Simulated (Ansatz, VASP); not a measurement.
# Li2Se: VASP beside Ansatz

Contents of POSCAR:

```
Li2Se
1.0
    0.0000000000      2.9323018941      2.9323018941
    2.9323018941      0.0000000000      2.9323018941
    2.9323018941      2.9323018941      0.0000000000
Li Se
2 1
Direct
    0.2500000000      0.2500000000      0.2500000000
    0.7500000000      0.7500000000      0.7500000000
    0.0000000000      0.0000000000      0.0000000000
```

Contents of INCAR.step1:

```
  PREC = Accurate
  ENCUT = 830
  ISMEAR = 0
  SIGMA = 0.02
  LREAL = False
  LASPH = True
  NELM = 120
  NBANDS = 13
  GGA = PE
  ALGO = Normal
  EDIFF = 1E-5
  LWAVE = True
  LCHARG = False
  GGA_COMPAT = False
```

INCAR.step2

```
  PREC = Accurate
  ENCUT = 830
  EDIFF = 1E-6
  ISMEAR = 0
  SIGMA = 0.02
  LREAL = False
  LASPH = True
  NELM = 120
  ALGO = Normal
  ISIF = 2
  LWAVE = False
  LCHARG = True
  METAGGA = R2SCAN
  LMIXTAU = True
  LELF = True
  LVHAR = True
  NBANDS = 13
  ISTART = 1
  GGA_COMPAT = False
```

The input KPOINTS:

```
regular mesh
0
Gamma
  8 8 8
```

Input for Ansatz:

```yaml
crystal:
  lattice:
    - [0.0, 2.9323018941, 2.9323018941]
    - [2.9323018941, 0.0, 2.9323018941]
    - [2.9323018941, 2.9323018941, 0.0]
  atoms:
    - { symbol: Li, position: [0.25, 0.25, 0.25] }
    - { symbol: Li, position: [0.75, 0.75, 0.75] }
    - { symbol: Se, position: [0.0, 0.0, 0.0] }
basis:
  ecutwfc: 500
kpoints:
  mp_grid: { grid: [8, 8, 8] }
hamiltonian:
  xc: r2scan
scf:
  occupations: { method: gaussian, width: 0.02 }
output:
  forces: true
  stress: true
  eigenvalues: true
```

Alike in both runs: task single point; functional r2SCAN; k mesh 8 × 8 × 8; occupations gaussian, width 0.02 eV; no spin polarisation.

```csv
,VASP,Ansatz
version,VASP 6.6.1,Ansatz 0.2.0
potentials or method,"VASP PAW PBE potentials, release 64 (Li_sv, Se), cutoff 830 eV","scalar-relativistic, plane waves, PAW"
valence electrons in the cell,12,22
```

```csv
,VASP,Ansatz,Ansatz less VASP
gap on the k mesh at the Fermi level (eV),3.41,3.43,+0.021
least direct gap on the mesh (eV),4.47,4.39,-0.082
pressure (GPa),2.3,2.4,+0.16
```

VASP's potentials were made for PBE, not for r2SCAN. With one functional, cell and mesh, what is left measures potentials, basis and numerics. VASP's potentials hold 12 valence electrons a cell and Ansatz's 22, so a difference there can come from the potentials and not from the codes.
